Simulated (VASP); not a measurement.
# Cu (Fm-3m) in VASP: settings compared, part 2 of 2

VASP 6.6.1. The steps go on from the part before.

### 3 Single point, PBE+D3(BJ)

INCAR

```
SYSTEM = Cu
  ALGO = Normal
  EDIFF = 1E-6
  ENCUT = 820
  GGA = PE
  GGA_COMPAT = .False.
  ISIF = 2
  ISMEAR = -1
  IVDW = 12
  LASPH = .True.
  LCHARG = .True.
  LELF = .True.
  LREAL = .False.
  LVHAR = .True.
  LWAVE = .False.
  NBANDS = 16
  NELM = 120
  PREC = Accurate
  SIGMA = 0.05
```

KPOINTS

```
k-points
0
Gamma
  13 13 13
  0 0 0
```

POSCAR

```
Cu
1.0
    0.0000000000      1.7706018915      1.7706018915
    1.7706018915      0.0000000000      1.7706018915
    1.7706018915      1.7706018915      0.0000000000
Cu
1
Direct
    0.0000000000      0.0000000000      0.0000000000
```

Potentials or basis: VASP PAW PBE potentials, release 64 (Cu_sv_GW).

Command:

```console
> cat potpaw_PBE.64/Cu_sv_GW/POTCAR > POTCAR
> mpirun -np 1 vasp_std > vasp.out
```

Run time: 18 s. Hardware: 1 thread of Intel Xeon Platinum 8259CL at 2.50GHz (Skylake/Cascade Lake), shared host; peak memory 0.18 GiB.

The run converged. Its results:

```yaml
Free_energy: -4.3901 eV
Pressure: 1.7 GPa
Band_gap_on_the_k_mesh: zero (an odd number of electrons rules out a gap without spin polarisation)
Dispersion_energy_per_atom: -0.622 eV
```

Levels at points of the mesh, in eV from the Fermi level:
| k point | band 6 | band 7 | band 8 | band 9 | band 10 | band 11 | band 12 | band 13 | band 14 | band 15 |
| --- | --- | --- | --- | --- | --- | --- | --- | --- | --- | --- |
| (0.00, 0.00, 0.00) | -3.39 | -3.39 | -3.39 | -2.47 | -2.47 | 22.90 | 26.00 | 26.00 | 26.00 | 28.48 |

### 4 Single point, PBEsol

This run uses another cell than the first one, of 11.81 Å³/atom.

INCAR

```
SYSTEM = Cu
PREC = Accurate ; ENCUT = 820
EDIFF = 1E-6 ; ISMEAR = -1
SIGMA = 0.1 ; LREAL = .False.
LASPH = .True. ; NELM = 120
ALGO = Normal ; ISIF = 2
LWAVE = .False. ; LCHARG = .False.
GGA = PS ; NBANDS = 16
GGA_COMPAT = .False.
```

KPOINTS

```
Automatic mesh
0
Gamma
  11 11 11
  0 0 0
```

POSCAR

```
Cu
1.0
    0.0000000000      1.8075000000      1.8075000000
    1.8075000000      0.0000000000      1.8075000000
    1.8075000000      1.8075000000      0.0000000000
Cu
1
Direct
    0.0000000000      0.0000000000      0.0000000000
```

Command:

```console
> cat potpaw_PBE.64/Cu_sv_GW/POTCAR > POTCAR
> mpirun -np 1 vasp_std > vasp.out
```

Wall time 36 s (1 thread of AMD EPYC 7R43 (Zen 3), shared host); peak memory 0.13 GiB.

It converged, with:

```
Free energy            : -4.3859 eV
Pressure               : -7.6 GPa
Band gap on the k mesh : zero (an odd number of electrons rules out a gap without spin polarisation)
```

Levels at points of the mesh, in eV from the Fermi level:
| k point | band 6 | band 7 | band 8 | band 9 | band 10 | band 11 | band 12 | band 13 | band 14 | band 15 |
| --- | --- | --- | --- | --- | --- | --- | --- | --- | --- | --- |
| (0.00, 0.00, 0.00) | -3.08 | -3.08 | -3.08 | -2.24 | -2.24 | 22.51 | 25.09 | 25.09 | 25.09 | 27.51 |

Caveat: the cell stands under tension; the PAW data sets were made with another functional, which shifts forces and pressure a little.

### 5 Relaxation of cell and atoms, HSE06

This run uses another cell than the first one, of 11.81 Å³/atom.

POSCAR is that of step 4.

INCAR.step1

```
ALGO = Normal ; EDIFF = 1E-5
EDIFFG = -0.005 ; ENCUT = 600
GGA = PE ; GGA_COMPAT = F
IBRION = 2 ; ISIF = 3
ISMEAR = -1 ; LASPH = T
LCHARG = F ; LREAL = F
LWAVE = T ; NBANDS = 12
NELM = 120 ; NELMIN = 4
NSW = 100 ; PREC = Accurate
SIGMA = 0.05
```

INCAR.step2

```
ALGO = Normal ; EDIFF = 1E-7
EDIFFG = -0.01 ; ENCUT = 600
GGA = PE ; GGA_COMPAT = F
HFSCREEN = 0.2079 ; IBRION = 2
ISIF = 3 ; ISMEAR = -1
ISTART = 1 ; LASPH = T
LCHARG = F ; LHFCALC = T
LREAL = F ; LWAVE = F
NELM = 120 ; NELMIN = 4
NSW = 60 ; PREC = Accurate
PRECFOCK = Normal ; SIGMA = 0.05
```

KPOINTS

```
k-points
0
Gamma
  7 7 7
```

Potentials or basis: VASP PAW PBE potentials, release 64 (Cu).

Command:

```console
> cat potpaw_PBE.64/Cu/POTCAR > POTCAR
> cp INCAR.step1 INCAR
> mpirun -np 1 vasp_std > vasp.out
> cp INCAR.step2 INCAR
> mpirun -np 1 vasp_std > vasp.out
```

OUTCAR:

```text
EDIFF = 1E-7
   EDIFFG = -0.01
   ENCUT = 600
   GGA = PE
   HFSCREEN = 0.2079
   IBRION = 2
   ISIF = 3
   ISMEAR = -1
   ISTART = 1
   LASPH = T
   LHFCALC = T
   LREAL = F
   NELM = 120
   NELMIN = 4
   NSW = 60
   PREC = Accurate
   PRECFOCK = Normal

 ion  position               nearest neighbor table
   1  0.000  0.000  0.000-

  LATTYP: Found a face centered cubic cell.
 ALAT       =     3.6150000000

  Lattice vectors:

 A1 = (   0.0000000000,   1.8075000000,   1.8075000000)
 A2 = (   1.8075000000,   0.0000000000,   1.8075000000)
[... 182 lines left out ...]
  Direction    XX          YY          ZZ          XY          YZ          ZX
  --------------------------------------------------------------------------------------
  -------------------------------------------------------------------------------------
  Total        0.1547961      0.1547961      0.1547961     -0.0000000     -0.0000000     -0.0000000
  in kB       20.9993362     20.9993362     20.9993362     -0.0000000     -0.0000000     -0.0000000
  external PRESSURE =      20.9993362 kB  Pullay stress =       0.0000000 kB
[... 57 lines left out ...]
--------------------------------------- Ionic step        3  -------------------------------------------

 number of electron      10.9999996 magnetization

 Free energy of the ion-electron system (eV)
  ---------------------------------------------------
  ext. energy  EPLUGINS =         0.00000000
  ---------------------------------------------------
  free energy    TOTEN  =        -3.69890042 eV

  energy without entropy =       -3.69760325  energy(sigma->0) =       -3.69825184

 E-fermi :   7.5517     XC(G=0): -10.2318

 val. band max:        6.2817312649   @ k =   0.4286   0.2857   0.0000
 cond. band min:       7.5704302393   @ k =   0.4286   0.4286   0.0000
 fundamental gap:      1.2886989744
 Fermi energy:         7.5516934001

 k-point     1 :       0.0000    0.0000    0.0000
  band No.  band energies     occupation
      1      -3.0577      2.00000
      2       2.7524      2.00000
      3       2.7524      2.00000
      4       2.7525      2.00000
      5       3.5456      2.00000
      6       3.5456      2.00000
      7      30.7887      0.00000
      8      33.6789      0.00000
      9      33.6789      0.00000
[... 254 lines left out ...]
  FREE ENERGIE OF THE ION-ELECTRON SYSTEM (eV)
  ---------------------------------------------------
  free  energy   TOTEN  =        -3.6989004208 eV

  energy  without entropy=       -3.6976032545  energy(sigma->0) =       -3.69825184

 reached required accuracy - stopping structural energy minimisation
```

Wall time 16 min (1 thread of Intel Xeon 6975P-C (Granite Rapids), shared host); peak memory 0.23 GiB.

What came out:

```yaml
Free_energy: -3.6989 eV
Relaxed_volume: 12.01 Å³/atom
Relaxed_cell: a = 2.570 Å, b = 2.570 Å, c = 2.570 Å, α = 60.00°, β = 60.00°, γ = 60.00°
Space_group_after_relaxing_to_0.1_Å: Fm-3m (No. 225)
Energy_gained_by_relaxing: 1.3 meV/atom
Ionic_steps: 3
Pressure_after_relaxing: 0.0 GPa
Band_gap_on_the_k_mesh: zero (an odd number of electrons rules out a gap without spin polarisation)
```

The path:
```tsv
step	energy change (eV)	largest force (eV/Å)	pressure (GPa)	volume (Å³)
1	0.0000	0.0000	2.10	11.81
2	-0.0012	0.0000	-0.78	12.08
3	-0.0013	0.0000	0.04	12.01
```

Final structure:
```
CELL_PARAMETERS angstrom
0.00000 1.81761 1.81761
1.81761 0.00000 1.81761
1.81761 1.81761 0.00000
ATOMIC_POSITIONS crystal
Cu 0.00000 0.00000 0.00000
```

Caveat: the k points lie up to 0.43 Å⁻¹ apart in the final cell, too coarse for converged energies and pressures of a metal; the PAW data sets were made with another functional, which shifts forces and pressure a little. Zero-point motion and thermal expansion aren't in these numbers.

### 6 Single point, HSE06

This run uses another cell than the first one, of 11.57 Å³/atom.

POSCAR

```
Cu
1.0
    0.0000000000      1.7953687620      1.7953687620
    1.7953687620      0.0000000000      1.7953687620
    1.7953687620      1.7953687620      0.0000000000
Cu
1
Direct
    0.0000000000      0.0000000000      0.0000000000
```

INCAR.step1

```
PREC = Accurate ; ENCUT = 520
EDIFF = 1E-5 ; ISMEAR = -1
SIGMA = 0.05 ; LREAL = F
LASPH = T ; NELM = 120
ALGO = Normal ; ISIF = 2
LWAVE = T ; LCHARG = F
NBANDS = 12 ; GGA = PE
GGA_COMPAT = F
```

INCAR.step2

```
PREC = Accurate ; ENCUT = 520
EDIFF = 1E-6 ; ISMEAR = -1
SIGMA = 0.05 ; LREAL = F
LASPH = T ; NELM = 120
ALGO = Normal ; ISIF = 2
LWAVE = F ; LCHARG = F
GGA = PE ; LHFCALC = T
HFSCREEN = 0.2079 ; PRECFOCK = Normal
NBANDS = 12 ; ISTART = 1
GGA_COMPAT = F
```

KPOINTS

```
Automatic mesh
0
Gamma
  8 8 8
```

Potentials or basis: VASP PAW PBE potentials, release 64 (Cu).

Command:

```console
> cat potpaw_PBE.64/Cu/POTCAR > POTCAR
> cp INCAR.step1 INCAR
> mpirun -np 1 vasp_std > vasp.out
> cp INCAR.step2 INCAR
> mpirun -np 1 vasp_std > vasp.out
```

It took 22 min on 1 thread of Intel Xeon Platinum 8488C (Sapphire Rapids), shared host; peak memory 0.23 GiB.

Results (log left out):

| Item | Value |
| --- | --- |
| Free energy | -3.6036 eV |
| Pressure | 5.8 GPa |
| Band gap on the k mesh | zero (an odd number of electrons rules out a gap without spin polarisation) |

Levels at points of the mesh, in eV from the Fermi level:
```tsv
k point	band 3	band 4	band 5	band 6	band 7	band 8	band 9	band 10
(0.00, 0.00, 0.00)	-4.16	-4.16	-3.31	-3.31	24.32	27.49	27.49	27.49
(0.50, 0.00, 0.00)	-4.23	-2.55	-2.55	-0.70	4.94	22.73	24.41	24.41
(0.50, 0.50, 0.00)	-2.66	-2.34	-2.34	2.30	8.61	14.86	14.86	19.58
```

Caveat: the k points lie up to 0.38 Å⁻¹ apart, too coarse for converged energies and pressures of a metal; the PAW data sets were made with another functional, which shifts forces and pressure a little.

### 7 Overview

| task | level | potentials or basis | cell | k mesh | cutoff (eV) | smearing | grid for exact exchange (PRECFOCK) | share of exact exchange | screening parameter | gap on the mesh (eV) | pressure (GPa) |
| --- | --- | --- | --- | --- | --- | --- | --- | --- | --- | --- | --- |
| single point | BLYP+D4 | VASP PAW PBE potentials, release 64 (Cu_sv_GW) | a = 2.504 Å, angles 60.0°, 1 atom | 13 × 13 × 13 | 820 | fermi-dirac 0.05 eV | - | - | - | none | 3.4 |
| single point | PBE+D3(BJ) | VASP PAW PBE potentials, release 64 (Cu_sv_GW) | a = 2.504 Å, angles 60.0°, 1 atom | 13 × 13 × 13 | 820 | fermi-dirac 0.05 eV | - | - | - | none | 1.7 |
| single point | PBEsol | VASP PAW PBE potentials, release 64 (Cu_sv_GW) | a = 2.556 Å, angles 60.0°, 1 atom | 11 × 11 × 11 | 820 | fermi-dirac 0.1 eV | - | - | - | none | -7.6 |
| relaxation of cell and atoms | HSE06 | VASP PAW PBE potentials, release 64 (Cu) | relaxed from a = 2.556 Å, angles 60.0°, 1 atom | 7 × 7 × 7 | 600 | fermi-dirac 0.05 eV | Normal | 0.25 | 0.2079 1/Å | none | 0.0 |
| single point | HSE06 | VASP PAW PBE potentials, release 64 (Cu) | a = 2.539 Å, angles 60.0°, 1 atom | 8 × 8 × 8 | 520 | fermi-dirac 0.05 eV | Normal | 0.25 | 0.2079 1/Å | none | 5.8 |

Alike in all rows: no spin polarisation.

Caveats: some runs use coarse meshes; the PAW data sets were made with another functional, which shifts forces and pressure a little (at least some runs); the cell stands under pressure (at least some runs); the dispersion term is far too large for a dense solid, which distorts pressure and volume (at least some runs); the cell stands under tension (at least some runs).

Absolute energies hang on the potentials; compare differences alone.

The gap in the log of VASP goes by the Fermi energy; the results here count the filled bands.